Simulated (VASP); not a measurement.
# La (P6_3/mmc) in VASP: single point with LDA

Aim: the single point of La with LDA.

Everything below comes from runs of VASP 6.6.1. Logs are shortened: lines on timing, memory, paths and dates and some standing lists are left out, and cuts for length are marked.

**1. The cell of the first run**

The structure is hexagonal, space group P6_3/mmc (No. 194). The conventional cell has a = 3.590 Å, b = 3.590 Å, c = 5.866 Å, α = 90.00°, β = 90.00°, γ = 120.00°. La (site symmetry -6m2) has 12 La at 3.59 Å within 4.7 Å.

**2. Single point, LDA**

File INCAR:

```
ALGO = Normal ; EDIFF = 1E-7
ENCUT = 520 ; GGA = CA
ISIF = 2 ; ISMEAR = -1
LASPH = True ; LCHARG = False
LREAL = False ; LWAVE = False
NBANDS = 18 ; NELM = 100
PREC = Accurate ; SIGMA = 0.1
```

File KPOINTS:

```
k-points
0
Gamma
  12 12 6
```

File POSCAR:

```
La
1.0
    3.5904122733      0.0000000000      0.0000000000
   -1.7952061366      3.1093882387      0.0000000000
    0.0000000000      0.0000000000      5.8656448401
La
2
Direct
    0.3333333333      0.6666666667      0.2500000000
    0.6666666667      0.3333333333      0.7500000000
```

Potentials or basis: VASP PAW LDA potentials, release 64 (La).

Launch:

```console
$ cat potpaw_LDA.64/La/POTCAR > POTCAR
$ mpirun -np 1 vasp_std > vasp.out
```

OUTCAR:

```text
EDIFF = 1E-7
   ENCUT = 520
   GGA = CA
   ISIF = 2
   ISMEAR = -1
   LASPH = True
   LREAL = False
   NELM = 100
   PREC = Accurate

 ion  position               nearest neighbor table
   1  0.333  0.667  0.250-   2 3.59   2 3.59   2 3.59   2 3.59   2 3.59   2 3.59
   2  0.667  0.333  0.750-   1 3.59   1 3.59   1 3.59   1 3.59   1 3.59   1 3.59

  LATTYP: Found a hexagonal cell.
 ALAT       =     3.5904122733
 C/A-ratio  =     1.6336967439

  Lattice vectors:

 A1 = (   3.5904122733,   0.0000000000,   0.0000000000)
 A2 = (  -1.7952061366,   3.1093882387,   0.0000000000)
 A3 = (   0.0000000000,   0.0000000000,   5.8656448401)

Analysis of symmetry for initial positions (statically):
=====================================================================
 Subroutine PRICEL returns:
 Original cell was already a primitive cell.

 Routine SETGRP: Setting up the symmetry group for a
 hexagonal supercell.

 Subroutine GETGRP returns: Found 24 space group operations
 (whereof 12 operations were pure point group operations)
 out of a pool of 24 trial point group operations.

The static configuration has the point symmetry D_3d.
 The point group associated with its full space group is D_6h.

Analysis of symmetry for dynamics (positions and initial velocities):
=====================================================================
 Subroutine PRICEL returns:
 Original cell was already a primitive cell.

 Routine SETGRP: Setting up the symmetry group for a
 hexagonal supercell.

 Subroutine GETGRP returns: Found 24 space group operations
 (whereof 12 operations were pure point group operations)
 out of a pool of 24 trial point group operations.

The dynamic configuration has the point symmetry D_3d.
 The point group associated with its full space group is D_6h.

 Subroutine INISYM returns: Found 24 space group operations
 (whereof 12 operations are pure point group operations),
 and found     1 'primitive' translations

----------------------------------------------------------------------------------------

                                     Primitive cell

  volume of cell :      65.4840

[... 74 lines left out ...]
   dimension x,y,z NGXF=    56 NGYF=   56 NGZF=   96
   ions per type =               2
   NGX,Y,Z   is equivalent  to a cutoff of  12.96, 12.96, 13.60 a.u.
   NGXF,Y,Z  is equivalent  to a cutoff of  25.93, 25.93, 27.21 a.u.
 SYSTEM =  unknown system
   PREC   = accura    normal or accurate (medium, high low for compatibility)
   ISTART =      0    job   : 0-new  1-cont  2-samecut
   ICHARG =      2    charge: 1-file 2-atom 10-const
   ISPIN  =      1    spin polarized calculation?
   LNONCOLLINEAR =      F non collinear calculations
   LSORBIT =      F    spin-orbit coupling
   LASPH  =      T    aspherical Exc in radial PAW
   ENCUT  =  520.0 eV  38.22 Ry    6.18 a.u.   6.68  6.68 10.91*2*pi/ulx,y,z
   NELM   =    100;   NELMIN=  2; NELMDL= -5     # of ELM steps
   EDIFF  = 0.1E-06   stopping-criterion for ELM
   LREAL  =      F    real-space projection
   EDIFFG = 0.1E-05   stopping-criterion for IOM
   NSW    =      0    number of steps for IOM
   IBRION =     -1    ionic relax: 0-MD 1-quasi-New 2-CG
   NFREE  =      0    steps in history (QN), initial steepest desc. (CG)
   ISIF   =      2    stress and relaxation
   ISYM   =      2    0-nonsym 1-usesym 2-fastsym
   POTIM  = 0.5000    time-step for ionic-motion
   TEBEG  =    0.0;   TEEND  =   0.0 temperature during run
   PSTRESS=    0.0 pullay stress
   NELECT =      22.0000    total number of electrons
   NUPDOWN=      -1.0000    fix difference up-down
   EMIN   =  10.00;   EMAX   =-10.00  energy-range for DOS
   EFERMI =   0.00;   METHOD = LEGACY
   ISMEAR =    -1;   SIGMA  =   0.10  broadening in eV -4-tet -1-fermi 0-gaus
   EFERMI_NEDOS =   21; number of points for ismear=-14 and -15
   IALGO  =     38    algorithm
   IMIX   =      4    mixing-type and parameters
     AMIX     =   0.40;   BMIX     =  1.00
     AMIX_MAG =   1.60;   BMIX_MAG =  1.00
  volume/ion in A,a.u.               =      32.74       220.95
  Fermi-wavevector in a.u.,A,eV,Ry     =   1.138075  2.150649 17.622452  1.295214
  Thomas-Fermi vector in A             =   2.274779
   LORBIT       =      0    0 simple, 1 ext, 2 COOP (PROOUT), +10 PAW based schemes
   GGA     = CA    functional components
   LHFCALC =     F    Hartree Fock is set to
   AEXX    =    0.0000 exact exchange contribution
   IVDW    =     0    specifies the selected vdW correction
   LEPSILON=     F    determine dielectric tensor
   LRPA    =     F    only Hartree local field effects (RPA)
 non-spin polarized calculation
  energy-cutoff  :      520.00
  volume of cell :       65.48
 maximum number of plane-waves:      1786
 NGX is ok and might be reduce to    28
   NGX = 13   NGY = 13   NGZ = 21

 number of electron      22.0000000 magnetization

 Free energy of the ion-electron system (eV)
  ---------------------------------------------------
  ext. energy  EPLUGINS =         0.00000000
  ---------------------------------------------------
  free energy    TOTEN  =       -11.14230226 eV

  energy without entropy =      -11.02947710  energy(sigma->0) =      -11.08588968

 E-fermi :   8.9228     XC(G=0): -10.2853

 val. band max:        8.9136626829   @ k =   0.1667   0.0833   0.1667
 cond. band min:       8.9357734556   @ k =   0.2500   0.0000   0.1667
 fundamental gap:      0.0221107727
 Fermi energy:         8.9228062401

 k-point     1 :       0.0000    0.0000    0.0000
  band No.  band energies     occupation
      1     -23.6877      2.00000
      2     -23.3643      2.00000
      3      -8.3599      2.00000
      4      -6.6176      2.00000
      5      -6.6176      2.00000
      6      -6.3643      2.00000
[... 481 lines left out ...]
      5      -7.4954      2.00000
      6      -6.9467      2.00000
[... 10 lines left out ...]
     17      10.7944      0.00000
     18      10.8698      0.00000

 [... further k-points ...]
[... 5 lines left out ...]
  --------------------------------------------------------------------------------------
  -------------------------------------------------------------------------------------
  Total       -0.0348594     -0.0348594     -0.0310899     -0.0000000      0.0000000      0.0000000
  in kB       -0.8528954     -0.8528954     -0.7606669     -0.0000000      0.0000000      0.0000000
  external PRESSURE =      -0.8221526 kB  Pullay stress =       0.0000000 kB

 VOLUME and BASIS-vectors are now :
 -----------------------------------------------------------------------------
  energy-cutoff  :      520.00
  volume of cell :       65.48
      direct lattice vectors                 reciprocal lattice vectors
     3.590412273  0.000000000  0.000000000     0.278519547  0.160803335  0.000000000
    -1.795206137  3.109388239  0.000000000     0.000000000  0.321606671  0.000000000
     0.000000000  0.000000000  5.865644840     0.000000000  0.000000000  0.170484240

 POSITION                                       TOTAL-FORCE (eV/Angst)
 -----------------------------------------------------------------------------------
     -0.00000      2.07293      1.46641        -0.000000      0.000000      0.000000
      1.79521      1.03646      4.39923         0.000000     -0.000000      0.000000
 -----------------------------------------------------------------------------------
    total drift:                               -0.000000      0.000000     -0.000000

  FREE ENERGIE OF THE ION-ELECTRON SYSTEM (eV)
  ---------------------------------------------------
  free  energy   TOTEN  =       -11.1423022618 eV

  energy  without entropy=      -11.0294771040  energy(sigma->0) =      -11.08588968
```

It took 94 s on 1 thread of Intel Xeon Platinum 8375C at 2.90GHz (Ice Lake), shared host; peak memory 0.22 GiB.

Results:

```yaml
Free_energy: -11.1423 eV
Pressure: -0.1 GPa
Band_gap_on_the_k_mesh: zero (band 11 reaches 9.94 eV, above the bottom of band 12 at 8.33 eV)
```

Caveat: spin-orbit coupling is left out, which moves the levels of the heavy elements.
